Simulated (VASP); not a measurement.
# YNb (Pm-3m) in VASP: notebook

Runs on YNb. Level: PBE. Tasks: single point, relaxation of cell and atoms.

Everything below comes from runs of VASP 6.6.1. Logs are shortened: lines on timing, memory, paths and dates and some standing lists are left out, and cuts for length are marked.

### 1 The cell of the first run

It takes space group Pm-3m (No. 221, cubic). The conventional cell has a = 3.186 Å, b = 3.186 Å, c = 3.186 Å, α = 90.00°, β = 90.00°, γ = 90.00°. Y (site symmetry m-3m) has 8 Nb at 2.76 Å and 6 Y at 3.19 Å within 3.6 Å. Nb (site symmetry m-3m) has 8 Y at 2.76 Å and 6 Nb at 3.19 Å within 3.6 Å.

The cell was generated, and may not be a known phase.

### 2 Single point, PBE

INCAR reads:

```
PREC = Accurate
ENCUT = 520
EDIFF = 1E-6
ISMEAR = 0
SIGMA = 0.1
LREAL = F
LASPH = T
NELM = 80
ALGO = Normal
ISIF = 2
LWAVE = F
LCHARG = F
GGA = PE
NBANDS = 19
```

KPOINTS reads:

```
Automatic mesh
0
Gamma
  6 6 6
```

POSCAR reads:

```
YNb
1.0
    3.1855096900      0.0000000000      0.0000000000
    0.0000000000      3.1855096900      0.0000000000
    0.0000000000      0.0000000000      3.1855096900
Y Nb
1 1
Direct
    0.0000000000      0.0000000000      0.0000000000
    0.5000000000      0.5000000000      0.5000000000
```

Potentials or basis: VASP PAW PBE potentials, release 64 (Y_sv, Nb_sv).

Run with:

```console
$ cat potpaw_PBE.64/Y_sv/POTCAR potpaw_PBE.64/Nb_sv/POTCAR > POTCAR
$ mpirun -np 1 vasp_std > vasp.out
```

OUTCAR:

```text
PREC = Accurate
   ENCUT = 520
   EDIFF = 1E-6
   ISMEAR = 0
   LREAL = F
   LASPH = T
   NELM = 80
   ISIF = 2
   GGA = PE

 ion  position               nearest neighbor table
   1  0.000  0.000  0.000-   2 2.76   2 2.76   2 2.76   2 2.76   2 2.76   2 2.76   2 2.76   2 2.76

   2  0.500  0.500  0.500-   1 2.76   1 2.76   1 2.76   1 2.76   1 2.76   1 2.76   1 2.76   1 2.76

  LATTYP: Found a simple cubic cell.
 ALAT       =     3.1855096900

  Lattice vectors:

 A1 = (   3.1855096900,   0.0000000000,   0.0000000000)
 A2 = (   0.0000000000,   3.1855096900,   0.0000000000)
 A3 = (   0.0000000000,   0.0000000000,   3.1855096900)

Analysis of symmetry for initial positions (statically):
=====================================================================
 Subroutine PRICEL returns:
 Original cell was already a primitive cell.

 Routine SETGRP: Setting up the symmetry group for a
 simple cubic supercell.

 Subroutine GETGRP returns: Found 48 space group operations
 (whereof 48 operations were pure point group operations)
 out of a pool of 48 trial point group operations.

The static configuration has the point symmetry O_h .

Analysis of symmetry for dynamics (positions and initial velocities):
=====================================================================
 Subroutine PRICEL returns:
 Original cell was already a primitive cell.

 Routine SETGRP: Setting up the symmetry group for a
 simple cubic supercell.

 Subroutine GETGRP returns: Found 48 space group operations
 (whereof 48 operations were pure point group operations)
 out of a pool of 48 trial point group operations.

The dynamic configuration has the point symmetry O_h .

 Subroutine INISYM returns: Found 48 space group operations
 (whereof 48 operations are pure point group operations),
 and found     1 'primitive' translations

----------------------------------------------------------------------------------------

                                     Primitive cell

  volume of cell :      32.3249

  direct lattice vectors                    reciprocal lattice vectors
     3.185509690  0.000000000  0.000000000     0.313921506  0.000000000  0.000000000
     0.000000000  3.185509690  0.000000000     0.000000000  0.313921506  0.000000000
     0.000000000  0.000000000  3.185509690     0.000000000  0.000000000  0.313921506

  length of vectors
     3.185509690  3.185509690  3.185509690     0.313921506  0.313921506  0.313921506

  position of ions in fractional coordinates (direct lattice)
     0.000000000  0.000000000  0.000000000
     0.500000000  0.500000000  0.500000000

  ion indices of the primitive-cell ions
   primitive index   ion index
                 1           1
                 2           2

----------------------------------------------------------------------------------------

 KPOINTS: Automatic mesh

Automatic generation of k-mesh.
 Grid dimensions read from file:
 generate k-points for:    6    6    6

 Generating k-lattice:

  Cartesian coordinates                     Fractional coordinates (reciprocal lattice)
     0.052320251  0.000000000  0.000000000     0.166666667  0.000000000  0.000000000
     0.000000000  0.052320251  0.000000000     0.000000000  0.166666667  0.000000000
     0.000000000  0.000000000  0.052320251     0.000000000  0.000000000  0.166666667

  Length of vectors
     0.052320251  0.052320251  0.052320251

  Shift w.r.t. Gamma in fractional coordinates (k-lattice)
     0.000000000  0.000000000  0.000000000

 Subroutine IBZKPT returns following result:
 ===========================================

 Found     20 irreducible k-points:

 Following reciprocal coordinates:
            Coordinates               Weight
  0.000000  0.000000  0.000000      1.000000
  0.166667  0.000000  0.000000      6.000000
  0.333333  0.000000  0.000000      6.000000
  0.500000  0.000000  0.000000      3.000000
  0.166667  0.166667  0.000000     12.000000
  0.333333  0.166667  0.000000     24.000000
[... 12 lines left out ...]
  0.500000  0.500000  0.333333      6.000000
  0.500000  0.500000  0.500000      1.000000
   k-points           NKPTS =     20   k-points in BZ     NKDIM =     20   number of bands    NBANDS=     19
   number of dos      NEDOS =    301   number of ions     NIONS =      2
   total plane-waves  NPLWV =  13824
   dimension x,y,z NGX =    24 NGY =   24 NGZ =   24
   dimension x,y,z NGXF=    48 NGYF=   48 NGZF=   48
   ions per type =               1   1
   NGX,Y,Z   is equivalent  to a cutoff of  12.53, 12.53, 12.53 a.u.
   NGXF,Y,Z  is equivalent  to a cutoff of  25.05, 25.05, 25.05 a.u.
 SYSTEM =  unknown system
   PREC   = accura    normal or accurate (medium, high low for compatibility)
   ISTART =      0    job   : 0-new  1-cont  2-samecut
   ICHARG =      2    charge: 1-file 2-atom 10-const
   ISPIN  =      1    spin polarized calculation?
   LNONCOLLINEAR =      F non collinear calculations
   LSORBIT =      F    spin-orbit coupling
   LASPH  =      T    aspherical Exc in radial PAW
   ENCUT  =  520.0 eV  38.22 Ry    6.18 a.u.   5.92  5.92  5.92*2*pi/ulx,y,z
   NELM   =     80;   NELMIN=  2; NELMDL= -5     # of ELM steps
   EDIFF  = 0.1E-05   stopping-criterion for ELM
   LREAL  =      F    real-space projection
   EDIFFG = 0.1E-04   stopping-criterion for IOM
   NSW    =      0    number of steps for IOM
   IBRION =     -1    ionic relax: 0-MD 1-quasi-New 2-CG
   NFREE  =      0    steps in history (QN), initial steepest desc. (CG)
   ISIF   =      2    stress and relaxation
   ISYM   =      2    0-nonsym 1-usesym 2-fastsym
   POTIM  = 0.5000    time-step for ionic-motion
   TEBEG  =    0.0;   TEEND  =   0.0 temperature during run
   PSTRESS=    0.0 pullay stress
   NELECT =      24.0000    total number of electrons
   NUPDOWN=      -1.0000    fix difference up-down
   EMIN   =  10.00;   EMAX   =-10.00  energy-range for DOS
   EFERMI =   0.00;   METHOD = LEGACY
   ISMEAR =     0;   SIGMA  =   0.10  broadening in eV -4-tet -1-fermi 0-gaus
   EFERMI_NEDOS =   21; number of points for ismear=-14 and -15
   IALGO  =     38    algorithm
   IMIX   =      4    mixing-type and parameters
     AMIX     =   0.40;   BMIX     =  1.00
     AMIX_MAG =   1.60;   BMIX_MAG =  1.00
  volume/ion in A,a.u.               =      16.16       109.07
  Fermi-wavevector in a.u.,A,eV,Ry     =   1.482403  2.801336 29.899060  2.197519
  Thomas-Fermi vector in A             =   2.596193
   LORBIT       =      0    0 simple, 1 ext, 2 COOP (PROOUT), +10 PAW based schemes
   GGA     = PE    functional components
   LHFCALC =     F    Hartree Fock is set to
   AEXX    =    0.0000 exact exchange contribution
   IVDW    =     0    specifies the selected vdW correction
   LEPSILON=     F    determine dielectric tensor
   LRPA    =     F    only Hartree local field effects (RPA)
 non-spin polarized calculation
 Gauss-broadening in eV      SIGMA  =   0.10
  energy-cutoff  :      520.00
  volume of cell :       32.32
 maximum number of plane-waves:       912
 NGX is ok and might be reduce to    24
   NGX = 11   NGY = 11   NGZ = 11

 number of electron      24.0000003 magnetization

 Free energy of the ion-electron system (eV)
  ---------------------------------------------------
  ext. energy  EPLUGINS =         0.00000000
  ---------------------------------------------------
  free energy    TOTEN  =       -13.60907873 eV

  energy without entropy =      -13.59647895  energy(sigma->0) =      -13.60277884

 E-fermi :  10.0597     XC(G=0): -12.8174

 val. band max:       10.0193819608   @ k =   0.3333   0.3333   0.3333
 cond. band min:      10.2163876495   @ k =   0.5000   0.1667   0.0000
 fundamental gap:      0.1970056887
 Fermi energy:        10.0597376829

 k-point     1 :       0.0000    0.0000    0.0000
  band No.  band energies     occupation
      1     -44.0572      2.00000
      2     -30.8144      2.00000
      3     -20.1557      2.00000
      4     -20.1557      2.00000
      5     -20.1557      2.00000
      6     -10.5427      2.00000
[... 11 lines left out ...]
     18      19.1252      0.00000
     19      19.1252      0.00000

 k-point     2 :       0.1667    0.0000    0.0000
  band No.  band energies     occupation
      1     -44.0464      2.00000
      2     -30.8049      2.00000
      3     -20.2239      2.00000
      4     -20.1353      2.00000
      5     -20.1353      2.00000
      6     -10.8685      2.00000
[... 11 lines left out ...]
     18      16.6506      0.00000
     19      18.3654      0.00000

 k-point     3 :       0.3333    0.0000    0.0000
  band No.  band energies     occupation
      1     -44.0247      2.00000
      2     -30.7865      2.00000
      3     -20.3536      2.00000
      4     -20.0942      2.00000
      5     -20.0942      2.00000
      6     -11.4693      2.00000
[... 11 lines left out ...]
     18      16.0485      0.00000
     19      16.8708      0.00000

 k-point     4 :       0.5000    0.0000    0.0000
  band No.  band energies     occupation
      1     -44.0138      2.00000
      2     -30.7775      2.00000
      3     -20.4152      2.00000
      4     -20.0734      2.00000
      5     -20.0734      2.00000
      6     -11.7492      2.00000
[... 11 lines left out ...]
     18      15.4767      0.00000
     19      16.0415      0.00000

 k-point     5 :       0.1667    0.1667    0.0000
  band No.  band energies     occupation
      1     -44.0361      2.00000
      2     -30.7894      2.00000
      3     -20.2638      2.00000
      4     -20.1734      2.00000
      5     -20.1172      2.00000
      6     -10.9489      2.00000
[... 11 lines left out ...]
     18      15.1402      0.00000
     19      19.2087      0.00000
[... 246 lines left out ...]
      2     -30.6167      2.00000
      3     -20.3913      2.00000
      4     -20.3797      2.00000
      5     -20.3797      2.00000
      6     -11.2760      2.00000
[... 11 lines left out ...]
     18      16.7241      0.00000
     19      20.3347      0.00000

 k-point    18 :       0.5000    0.3333    0.3333
  band No.  band energies     occupation
      1     -43.9617      2.00000
      2     -30.5877      2.00000
      3     -20.4890      2.00000
      4     -20.3889      2.00000
      5     -20.3461      2.00000
      6     -11.4520      2.00000
[... 11 lines left out ...]
     18      18.2596      0.00000
     19      21.6648      0.00000

 k-point    19 :       0.5000    0.5000    0.3333
  band No.  band energies     occupation
      1     -43.9532      2.00000
      2     -30.5587      2.00000
      3     -20.4728      2.00000
      4     -20.4728      2.00000
      5     -20.3356      2.00000
      6     -11.4786      2.00000
[... 11 lines left out ...]
     18      18.8453      0.00000
     19      21.4192      0.00000

 k-point    20 :       0.5000    0.5000    0.5000
  band No.  band energies     occupation
      1     -43.9449      2.00000
      2     -30.5318      2.00000
      3     -20.4347      2.00000
      4     -20.4347      2.00000
      5     -20.4347      2.00000
      6     -11.5511      2.00000
[... 11 lines left out ...]
     18      18.9314      0.00000
     19      20.1125      0.00000

------------------------ aborting loop because EDIFF is reached ----------------------------------------

  FORCE on cell =-STRESS in cart. coord.  units (eV):
  Direction    XX          YY          ZZ          XY          YZ          ZX
  --------------------------------------------------------------------------------------
  -------------------------------------------------------------------------------------
  Total       10.6786010     10.6786010     10.6786010      0.0000000      0.0000000      0.0000000
  in kB      529.2832484    529.2832484    529.2832484      0.0000000      0.0000000      0.0000000
  external PRESSURE =     529.2832484 kB  Pullay stress =       0.0000000 kB

 VOLUME and BASIS-vectors are now :
 -----------------------------------------------------------------------------
  energy-cutoff  :      520.00
  volume of cell :       32.32
      direct lattice vectors                 reciprocal lattice vectors
     3.185509690  0.000000000  0.000000000     0.313921506  0.000000000  0.000000000
     0.000000000  3.185509690  0.000000000     0.000000000  0.313921506  0.000000000
     0.000000000  0.000000000  3.185509690     0.000000000  0.000000000  0.313921506

 POSITION                                       TOTAL-FORCE (eV/Angst)
 -----------------------------------------------------------------------------------
      0.00000      0.00000      0.00000         0.000000      0.000000      0.000000
      1.59275      1.59275      1.59275         0.000000      0.000000      0.000000
 -----------------------------------------------------------------------------------
    total drift:                                0.000000      0.000000     -0.000000

  FREE ENERGIE OF THE ION-ELECTRON SYSTEM (eV)
  ---------------------------------------------------
  free  energy   TOTEN  =       -13.6090787289 eV

  energy  without entropy=      -13.5964789457  energy(sigma->0) =      -13.60277884
```

It took 21 s on 1 thread of Intel Xeon 8259CL, shared host; peak memory 0.15 GiB.

What came out:

- Free energy: -13.6091 eV
- Pressure: 52.9 GPa
- Band gap on the k mesh: zero (bands 12 and 13 overlap by 1.07 eV)

Levels at points of the mesh, in eV from the Fermi level:
| k point | band 9 | band 10 | band 11 | band 12 | band 13 | band 14 | band 15 | band 16 |
| --- | --- | --- | --- | --- | --- | --- | --- | --- |
| (0.00, 0.00, 0.00) | -5.28 | -4.37 | -4.37 | 0.96 | 0.96 | 0.96 | 5.01 | 5.01 |
| (0.50, 0.00, 0.00) | -2.06 | -1.42 | -1.35 | -0.15 | 1.05 | 1.05 | 2.32 | 3.14 |
| (0.50, 0.50, 0.00) | -4.12 | -3.62 | -1.56 | -1.56 | 4.10 | 4.32 | 4.32 | 4.33 |
| (0.50, 0.50, 0.50) | -0.19 | -0.19 | -0.19 | -0.11 | -0.11 | -0.11 | 4.27 | 4.27 |

Caveat: the cell stands under pressure.

### 3 Single point, PBE

This run uses another cell than the first one, of 23.55 Å³/atom.

INCAR reads:

```
SYSTEM = YNb
PREC = Accurate
ENCUT = 520
EDIFF = 1E-6
ISMEAR = 0
SIGMA = 0.1
LREAL = .FALSE.
LASPH = .TRUE.
NELM = 100
ALGO = Fast
ISIF = 2
LWAVE = .FALSE.
LCHARG = .FALSE.
GGA = PE
NBANDS = 19
```

KPOINTS reads:

```
Automatic mesh
0
G
  16 16 16
  0 0 0
```

POSCAR reads:

```
YNb
1.0
    3.6114094165      0.0000000000      0.0000000000
    0.0000000000      3.6114094165      0.0000000000
    0.0000000000      0.0000000000      3.6114094165
Y Nb
1 1
Direct
    0.0000000000      0.0000000000      0.0000000000
    0.5000000000      0.5000000000      0.5000000000
```

Potentials or basis: VASP PAW PBE potentials, release 64 (Y_sv, Nb_sv).

Run with:

```console
$ cat potpaw_PBE.64/Y_sv/POTCAR potpaw_PBE.64/Nb_sv/POTCAR > POTCAR
$ mpirun -np 1 vasp_std > vasp.out
```

Run time: 8.4 min. Hardware: 1 thread of Intel Xeon 8259CL, shared host; peak memory 0.3 GiB.

Results (log left out):

```
Free energy            : -15.4881 eV
Pressure               : -0.2 GPa
Band gap on the k mesh : zero (bands 12 and 13 overlap by 1.37 eV)
```

Levels at points of the mesh, in eV from the Fermi level:
| k point | band 9 | band 10 | band 11 | band 12 | band 13 | band 14 | band 15 | band 16 |
| --- | --- | --- | --- | --- | --- | --- | --- | --- |
| (0.00, 0.00, 0.00) | -5.20 | -2.44 | -2.44 | 0.87 | 0.87 | 0.87 | 3.81 | 3.81 |
| (0.50, 0.00, 0.00) | -2.18 | -1.96 | -0.90 | 0.67 | 0.67 | 0.77 | 1.65 | 2.61 |
| (0.50, 0.50, 0.00) | -2.78 | -2.54 | -0.67 | -0.67 | 1.81 | 1.81 | 2.69 | 2.81 |
| (0.50, 0.50, 0.50) | -0.65 | -0.65 | -0.65 | -0.16 | -0.16 | -0.16 | 2.78 | 2.78 |

(Part 1 of 2 ends here.)

The gap in the log of VASP goes by the Fermi energy; the results here count the filled bands.